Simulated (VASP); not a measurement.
# Ge in VASP: a series of runs

The runs below take Ge through relaxation of cell and atoms, single point, with PBE.

Program: VASP 6.6.1. These are calculated values, not measurements. Logs are shortened: lines on timing, memory, paths and dates and some standing lists are left out, and cuts for length are marked.

**1. The cell of the first run**

The structure is orthorhombic, space group Cmmm (No. 65). The conventional cell has a = 2.679 Å, b = 4.552 Å, c = 3.920 Å, α = 90.00°, β = 90.00°, γ = 90.00°. Ge (site symmetry mmm) has 6 Ge at 2.64 to 2.68 Å within 3.5 Å.

**2. Relaxation of cell and atoms, PBE**

INCAR

```
  PREC = Accurate
  ENCUT = 600
  EDIFF = 1E-7
  ISMEAR = 0
  SIGMA = 0.1
  LREAL = False
  LASPH = True
  NELM = 100
  ALGO = Normal
  ISIF = 3
  LWAVE = False
  LCHARG = False
  GGA = PE
  IBRION = 2
  NSW = 90
  EDIFFG = -0.04
```

KPOINTS

```
regular mesh
0
Gamma
  8 8 4
```

POSCAR

```
Ge
1.0
    1.3396956300     -2.2760108000      0.0000000000
    1.3396956300      2.2760108000      0.0000000000
    0.0000000000      0.0000000000      3.9196112300
Ge
1
Direct
    0.5000000000      0.5000000000      0.0000000000
```

Potentials or basis: VASP PAW PBE potentials, release 64 (Ge_d).

The run is started by

```bash
> cat potpaw_PBE.64/Ge_d/POTCAR > POTCAR
> mpirun -np 1 vasp_std > vasp.out
```

OUTCAR:

```text
PREC = Accurate
   ENCUT = 600
   EDIFF = 1E-7
   ISMEAR = 0
   LREAL = False
   LASPH = True
   NELM = 100
   ISIF = 3
   GGA = PE
   IBRION = 2
   NSW = 90
   EDIFFG = -0.04

 ion  position               nearest neighbor table
   1  0.500  0.500  0.000-

  LATTYP: Found a base centered orthorhombic cell.
 ALAT       =     2.6793912600
 B/A-ratio  =     1.6989014139
 C/A-ratio  =     1.4628737835

  Lattice vectors:

 A1 = (   1.3396956300,  -2.2760108000,   0.0000000000)
 A2 = (   1.3396956300,   2.2760108000,   0.0000000000)
 A3 = (   0.0000000000,   0.0000000000,   3.9196112300)

Analysis of symmetry for initial positions (statically):
=====================================================================
 Subroutine PRICEL returns:
 Original cell was already a primitive cell.

 Routine SETGRP: Setting up the symmetry group for a
 base centered orthorhombic supercell.

 Subroutine GETGRP returns: Found  8 space group operations
 (whereof  8 operations were pure point group operations)
 out of a pool of  8 trial point group operations.

The static configuration has the point symmetry D_2h.

Analysis of symmetry for dynamics (positions and initial velocities):
=====================================================================
 Subroutine PRICEL returns:
 Original cell was already a primitive cell.

 Routine SETGRP: Setting up the symmetry group for a
 base centered orthorhombic supercell.

 Subroutine GETGRP returns: Found  8 space group operations
 (whereof  8 operations were pure point group operations)
 out of a pool of  8 trial point group operations.

The dynamic configuration has the point symmetry D_2h.

 Subroutine INISYM returns: Found  8 space group operations
 (whereof  8 operations are pure point group operations),
 and found     1 'primitive' translations

----------------------------------------------------------------------------------------

                                     Primitive cell

  volume of cell :      23.9031

  direct lattice vectors                    reciprocal lattice vectors
     1.339695630 -2.276010800  0.000000000     0.373219102 -0.219682613  0.000000000
     1.339695630  2.276010800  0.000000000     0.373219102  0.219682613  0.000000000
     0.000000000  0.000000000  3.919611230     0.000000000  0.000000000  0.255127343

  length of vectors
     2.641024336  2.641024336  3.919611230     0.433073837  0.433073837  0.255127343

  position of ions in fractional coordinates (direct lattice)
     0.500000000  0.500000000  0.000000000

  ion indices of the primitive-cell ions
   primitive index   ion index
                 1           1

----------------------------------------------------------------------------------------

 KPOINTS: regular mesh

Automatic generation of k-mesh.
 Grid dimensions read from file:
 generate k-points for:    8    8    4

 Generating k-lattice:

  Cartesian coordinates                     Fractional coordinates (reciprocal lattice)
     0.046652388 -0.027460327  0.000000000     0.125000000  0.000000000  0.000000000
     0.046652388  0.027460327  0.000000000     0.000000000  0.125000000  0.000000000
     0.000000000  0.000000000  0.063781836     0.000000000  0.000000000  0.250000000

  Length of vectors
     0.054134230  0.054134230  0.063781836

  Shift w.r.t. Gamma in fractional coordinates (k-lattice)
     0.000000000  0.000000000  0.000000000

 Subroutine IBZKPT returns following result:
 ===========================================

 Found     63 irreducible k-points:

 Following reciprocal coordinates:
            Coordinates               Weight
  0.000000  0.000000  0.000000      1.000000
  0.125000  0.000000  0.000000      4.000000
  0.250000  0.000000  0.000000      4.000000
  0.375000  0.000000  0.000000      4.000000
  0.500000  0.000000  0.000000      2.000000
  0.125000  0.125000  0.000000      2.000000
[... 16 lines left out ...]
  0.125000  0.000000  0.250000      8.000000
  0.250000  0.000000  0.250000      8.000000
 [... further k-points ...]
   k-points           NKPTS =     63   k-points in BZ     NKDIM =     63   number of bands    NBANDS=     11
   number of dos      NEDOS =    301   number of ions     NIONS =      1
   total plane-waves  NPLWV =  18432
   dimension x,y,z NGX =    24 NGY =   24 NGZ =   32
   dimension x,y,z NGXF=    48 NGYF=   48 NGZF=   64
   ions per type =               1
   NGX,Y,Z   is equivalent  to a cutoff of  15.11, 15.11, 13.57 a.u.
   NGXF,Y,Z  is equivalent  to a cutoff of  30.21, 30.21, 27.14 a.u.
 SYSTEM =  unknown system
   PREC   = accura    normal or accurate (medium, high low for compatibility)
   ISTART =      0    job   : 0-new  1-cont  2-samecut
   ICHARG =      2    charge: 1-file 2-atom 10-const
   ISPIN  =      1    spin polarized calculation?
   LNONCOLLINEAR =      F non collinear calculations
   LSORBIT =      F    spin-orbit coupling
   LASPH  =      T    aspherical Exc in radial PAW
   ENCUT  =  600.0 eV  44.10 Ry    6.64 a.u.   5.27  5.27  7.83*2*pi/ulx,y,z
   NELM   =    100;   NELMIN=  2; NELMDL= -5     # of ELM steps
   EDIFF  = 0.1E-06   stopping-criterion for ELM
   LREAL  =      F    real-space projection
   EDIFFG = -.4E-01   stopping-criterion for IOM
   NSW    =     90    number of steps for IOM
   IBRION =      2    ionic relax: 0-MD 1-quasi-New 2-CG
   NFREE  =      1    steps in history (QN), initial steepest desc. (CG)
   ISIF   =      3    stress and relaxation
   ISYM   =      2    0-nonsym 1-usesym 2-fastsym
   POTIM  = 0.5000    time-step for ionic-motion
   TEBEG  =    0.0;   TEEND  =   0.0 temperature during run
   PSTRESS=    0.0 pullay stress
   NELECT =      14.0000    total number of electrons
   NUPDOWN=      -1.0000    fix difference up-down
   EMIN   =  10.00;   EMAX   =-10.00  energy-range for DOS
   EFERMI =   0.00;   METHOD = LEGACY
   ISMEAR =     0;   SIGMA  =   0.10  broadening in eV -4-tet -1-fermi 0-gaus
   EFERMI_NEDOS =   21; number of points for ismear=-14 and -15
   IALGO  =     38    algorithm
   IMIX   =      4    mixing-type and parameters
     AMIX     =   0.40;   BMIX     =  1.00
     AMIX_MAG =   1.60;   BMIX_MAG =  1.00
  volume/ion in A,a.u.               =      23.90       161.31
  Fermi-wavevector in a.u.,A,eV,Ry     =   1.369724  2.588403 25.526482  1.876144
  Thomas-Fermi vector in A             =   2.495574
   LORBIT       =      0    0 simple, 1 ext, 2 COOP (PROOUT), +10 PAW based schemes
   GGA     = PE    functional components
   LHFCALC =     F    Hartree Fock is set to
   AEXX    =    0.0000 exact exchange contribution
   IVDW    =     0    specifies the selected vdW correction
   LEPSILON=     F    determine dielectric tensor
   LRPA    =     F    only Hartree local field effects (RPA)
 conjugate gradient relaxation of ions
 non-spin polarized calculation
 Gauss-broadening in eV      SIGMA  =   0.10
  energy-cutoff  :      600.00
  volume of cell :       23.90
 maximum number of plane-waves:       811
 NGX is ok and might be reduce to    24
   NGX = 11   NGY = 11   NGZ = 15

--------------------------------------- Ionic step        1  -------------------------------------------

 number of electron      14.0000006 magnetization

 Free energy of the ion-electron system (eV)
  ---------------------------------------------------
  ext. energy  EPLUGINS =         0.00000000
  ---------------------------------------------------
  free energy    TOTEN  =        -3.74097585 eV

  energy without entropy =       -3.73723976  energy(sigma->0) =       -3.73910781

------------------------ aborting loop because EDIFF is reached ----------------------------------------

  FORCE on cell =-STRESS in cart. coord.  units (eV):
  Direction    XX          YY          ZZ          XY          YZ          ZX
  --------------------------------------------------------------------------------------
  -------------------------------------------------------------------------------------
  Total        2.0748126      1.4474707     -0.4614894      0.0000000      0.0000000      0.0000000
  in kB      139.0708201     97.0212604    -30.9327705      0.0000000      0.0000000      0.0000000
  external PRESSURE =      68.3864367 kB  Pullay stress =       0.0000000 kB
[... 1111 lines left out ...]
 k-point    24 :       0.2500    0.0000    0.2500
  band No.  band energies     occupation
      1     -15.1220      2.00000
      2     -14.6373      2.00000
      3     -14.5421      2.00000
      4     -14.1911      2.00000
      5     -14.1537      2.00000
      6      -1.2524      2.00000
      7      12.3743      0.00000
      8      14.3165      0.00000
      9      20.5058      0.00000
     10      24.4757      0.00000
     11      26.8591      0.00000

 [... further k-points ...]

[... ionic steps 4 to 25 ...]

--------------------------------------- Ionic step       26  -------------------------------------------

 number of electron      14.0000012 magnetization

------------------------ aborting loop because EDIFF is reached ----------------------------------------

  FORCE on cell =-STRESS in cart. coord.  units (eV):
  Direction    XX          YY          ZZ          XY          YZ          ZX
  --------------------------------------------------------------------------------------
  -------------------------------------------------------------------------------------
  Total       -0.0335638     -0.0222687      0.0451784     -0.0000000      0.0000000      0.0000000
  in kB       -2.7082935     -1.7968846      3.6454840     -0.0000000      0.0000000      0.0000000
  external PRESSURE =      -0.2865647 kB  Pullay stress =       0.0000000 kB
[... 55 lines left out ...]
  energy  without entropy=       -4.3331174256  energy(sigma->0) =       -4.33443961

--------------------------------------- Ionic step       28  -------------------------------------------

 number of electron      14.0000012 magnetization

 Free energy of the ion-electron system (eV)
  ---------------------------------------------------
  ext. energy  EPLUGINS =         0.00000000
  ---------------------------------------------------
  free energy    TOTEN  =        -4.33580794 eV

  energy without entropy =       -4.33316334  energy(sigma->0) =       -4.33448564

 E-fermi :   6.3011     XC(G=0): -10.9763

 val. band max:        6.3004968715   @ k =   0.2500   0.2500   0.2500
 cond. band min:       6.3014184071   @ k =   0.5000   0.2500   0.2500
 fundamental gap:      0.0009215356
 Fermi energy:         6.3011112846

 k-point     1 :       0.0000    0.0000    0.0000
  band No.  band energies     occupation
      1     -18.7671      2.00000
      2     -18.5605      2.00000
      3     -18.5603      2.00000
      4     -18.4434      2.00000
      5     -18.4433      2.00000
      6      -6.7143      2.00000
      7      12.3518      0.00000
      8      12.3568      0.00000
      9      15.5455      0.00000
     10      16.6596      0.00000
     11      18.7297      0.00000
[... 350 lines left out ...]
  FREE ENERGIE OF THE ION-ELECTRON SYSTEM (eV)
  ---------------------------------------------------
  free  energy   TOTEN  =        -4.3358079386 eV

  energy  without entropy=       -4.3331633396  energy(sigma->0) =       -4.33448564

 reached required accuracy - stopping structural energy minimisation
```

It took 3.6 min on 1 thread of Intel Xeon Platinum 8488C (Sapphire Rapids), shared host; peak memory 0.17 GiB.

Results:

| Property | Result |
| --- | --- |
| Free energy | -4.3358 eV |
| Relaxed volume | 19.83 Å³/atom |
| Relaxed cell | a = 3.010 Å, b = 3.010 Å, c = 2.526 Å, α = 90.00°, β = 90.00°, γ = 119.98° |
| Space group after relaxing (to 0.05 Å) | P6/mmm (No. 191) |
| Energy gained by relaxing | 594.8 meV/atom |
| Ionic steps | 28 |
| Pressure after relaxing | 0.0 GPa |
| Band gap on the k mesh | zero (band 7 reaches 12.35 eV, above the bottom of band 8 at 3.96 eV) |

The path:
```csv
step,energy change (eV),largest force (eV/Å),pressure (GPa),volume (Å³)
1,0.0000,0.0000,6.84,23.90
2,-0.0645,0.0000,-4.68,27.51
3,-0.0938,0.0000,-1.55,26.09
4,-0.0939,0.0000,-1.31,26.01
5,-0.1074,0.0000,-1.55,25.47
6,-0.1880,0.0000,-2.71,23.79
7,-0.4360,0.0000,-1.64,20.26
8,5.9411,0.0000,229.00,12.55
9,-0.4432,0.0000,-1.27,20.11
10,-0.4767,0.0000,2.23,19.19
11,-0.0938,0.0000,33.23,15.94
12,-0.4851,0.0000,3.57,18.90
13,-0.4871,0.0000,4.71,18.65
14,-0.4893,0.0000,5.23,18.57
15,-0.4894,0.0000,5.15,18.57
16,-0.4945,0.0000,4.72,18.66
17,-0.5075,0.0000,3.39,18.91
18,-0.5248,0.0000,1.06,19.43
19,-0.5372,0.0000,-2.63,20.47
20,-0.5529,0.0000,-3.03,20.48
21,-0.5901,0.0000,-2.06,20.47
22,-0.5901,0.0000,-2.18,20.47
23,-0.5939,0.0000,-1.07,20.12
24,-0.5945,0.0000,0.49,19.70
25,-0.5948,0.0000,0.10,19.83
26,-0.5948,0.0000,-0.03,19.86
27,-0.5948,0.0000,0.02,19.84
28,-0.5948,0.0000,0.02,19.83
```

Final structure:
```xyz
1
Lattice="1.5056 -2.6069 0.0000 1.5056 2.6069 0.0000 0.0000 0.0000 2.5259" Properties=species:S:1:pos:R:3 pbc="T T T"
Ge    1.5056    0.0000    0.0000
```

Caveat: the k points lie up to 0.62 Å⁻¹ apart in the final cell; the volume moved by over 15 % at a fixed basis, so the end points are rough.

**3. Single point, PBE**

This run uses another cell than the first one, of 19.33 Å³/atom, 0.809 times its volume.

INCAR

```
SYSTEM = Ge
  ALGO = Normal
  EDIFF = 1E-7
  ENCUT = 520
  GGA = PE
  ISIF = 2
  ISMEAR = 0
  LASPH = .TRUE.
  LCHARG = .FALSE.
  LREAL = .FALSE.
  LWAVE = .FALSE.
  NBANDS = 13
  NELM = 100
  PREC = Accurate
  SIGMA = 0.1
```

KPOINTS

```
k-points
0
G
  24 24 20
  0 0 0
```

POSCAR

```
Ge
1.0
    2.8788862507      0.0000000000      0.0000000000
   -1.4394431253      2.4931886277      0.0000000000
    0.0000000000      0.0000000000      2.6932635590
Ge
1
Direct
    0.0000000000      0.0000000000      0.0000000000
```

Potentials or basis: VASP PAW PBE potentials, release 64 (Ge_d).

The run is started by

```bash
> cat potpaw_PBE.64/Ge_d/POTCAR > POTCAR
> mpirun -np 1 vasp_std > vasp.out
```

Run time: 73 s. Hardware: 1 thread of Intel Xeon Platinum 8488C (Sapphire Rapids), shared host; peak memory 0.27 GiB.

The run converged. Its results:

* Free energy: -4.2757 eV
* Pressure: 0.0 GPa
* Band gap on the k mesh: zero (band 7 reaches 13.13 eV, above the bottom of band 8 at 3.02 eV)

Levels at points of the mesh, in eV from the Fermi level:
| k point | band 3 | band 4 | band 5 | band 6 | band 7 | band 8 | band 9 | band 10 | band 11 | band 12 |
| --- | --- | --- | --- | --- | --- | --- | --- | --- | --- | --- |
| (0.00, 0.00, 0.00) | -24.67 | -24.53 | -24.53 | -12.98 | 6.63 | 8.12 | 8.12 | 10.17 | 14.04 | 14.04 |
| (0.50, 0.00, 0.00) | -24.58 | -24.55 | -24.54 | -8.11 | -5.45 | 4.07 | 8.06 | 10.37 | 16.35 | 16.36 |
| (0.00, 0.00, 0.50) | -24.60 | -24.60 | -24.56 | -9.19 | -5.77 | 10.97 | 10.97 | 16.52 | 17.39 | 17.39 |
| (0.50, 0.00, 0.50) | -24.62 | -24.55 | -24.46 | -3.96 | -2.37 | -1.84 | 3.48 | 6.95 | 12.28 | 13.83 |

**4. Relaxation of cell and atoms, PBE**

This run uses another cell than the first one, of 19.70 Å³/atom, 0.824 times its volume.

INCAR

```
SYSTEM = Ge
  PREC = Accurate
  ENCUT = 600
  EDIFF = 1E-6
  ISMEAR = 0
  SIGMA = 0.1
  LREAL = .FALSE.
  LASPH = .TRUE.
  NELM = 100
  ALGO = Normal
  ISIF = 3
  LWAVE = .FALSE.
  LCHARG = .FALSE.
  GGA = PE
  IBRION = 2
  NSW = 100
  EDIFFG = -0.01
```

KPOINTS

```
Automatic mesh
0
G
  24 24 20
  0 0 0
```

POSCAR

```
Ge
1.0
    2.8485211587      0.0000000000      0.0000000000
   -1.4242605793      2.4668916866      0.0000000000
    0.0000000000      0.0000000000      2.8032410663
Ge
1
Direct
    0.0000000000      0.0000000000      0.0000000000
```

The run is started by

```bash
> cat potpaw_PBE.64/Ge_d/POTCAR > POTCAR
> mpirun -np 1 vasp_std > vasp.out
```

It took 3.6 min on 1 thread of Intel Xeon Platinum 8488C (Sapphire Rapids), shared host; peak memory 0.29 GiB.

It converged, with:

* Free energy: -4.2758 eV
* Relaxed volume: 19.33 Å³/atom
* Relaxed cell: a = 2.879 Å, b = 2.879 Å, c = 2.694 Å, α = 90.00°, β = 90.00°, γ = 120.00°
* Space group after relaxing (to 0.05 Å): P6/mmm (No. 191)
* Energy gained by relaxing: 20.2 meV/atom
* Ionic steps: 7
* Pressure after relaxing: 0.0 GPa
* Band gap on the k mesh: zero (band 7 reaches 13.11 eV, above the bottom of band 8 at 3.02 eV)

Stress tensor (GPa, compression positive):
```
0.08 0.00 0.00
0.00 0.08 0.00
0.00 0.00 0.00
```

Step by step:
```tsv
step	energy change (eV)	largest force (eV/Å)	pressure (GPa)	volume (Å³)
1	0.0000	0.0000	-0.84	19.70
2	-0.0201	0.0000	0.04	19.39
3	-0.0202	0.0000	-0.14	19.40
4	-0.0202	0.0000	-0.04	19.35
5	-0.0202	0.0000	-0.03	19.34
6	-0.0202	0.0000	0.12	19.31
7	-0.0202	0.0000	0.05	19.33
```

Final structure:
```yaml
crystal:
  lattice:
    - [2.87858, 0.00000, 0.00000]
    - [-1.43929, 2.49292, 0.00000]
    - [0.00000, 0.00000, 2.69412]
  atoms:
    - { symbol: Ge, position: [0.00000, 0.00000, 0.00000] }
```

Levels at points of the mesh, in eV from the Fermi level:
```
           k point  band 3  band 4  band 5  band 6  band 7  band 8  band 9  band 10  band 11
(0.00, 0.00, 0.00)  -24.67  -24.53  -24.53  -12.98    6.62    8.13    8.13    10.16    14.04
(0.50, 0.00, 0.00)  -24.58  -24.55  -24.54   -8.11   -5.45    4.07    8.07    10.36    16.34
(0.00, 0.00, 0.50)  -24.60  -24.60  -24.56   -9.19   -5.77   10.97   10.97    16.52    17.40
(0.50, 0.00, 0.50)  -24.62  -24.55  -24.46   -3.96   -2.37   -1.83    3.48     6.95    12.28
```

**5. The runs side by side**

```tsv
task	cell	k mesh	cutoff (eV)	gap on the mesh (eV)	pressure (GPa)	relaxed volume (Å³/atom)
relaxation of cell and atoms	relaxed from a = 2.641, b = 2.641, c = 3.920 Å, angles 90.0, 90.0, 119.0°, 1 atom	8 × 8 × 4	600	none	0.0	19.83
single point	a = 2.879, b = 2.879, c = 2.693 Å, angles 90.0, 90.0, 120.0°, 1 atom	24 × 24 × 20	520	none	0.0	-
relaxation of cell and atoms	relaxed from a = 2.849, b = 2.849, c = 2.803 Å, angles 90.0, 90.0, 120.0°, 1 atom	24 × 24 × 20	600	none	0.0	19.33
```

Alike in all rows: level PBE; potentials or basis VASP PAW PBE potentials, release 64 (Ge_d); no spin polarisation; smearing gaussian 0.1 eV.

Caveats: some runs use coarse meshes; the volume moved by over 15 % at a fixed basis, so the end points are rough (some runs).

Absolute energies hang on the potentials; compare differences alone.
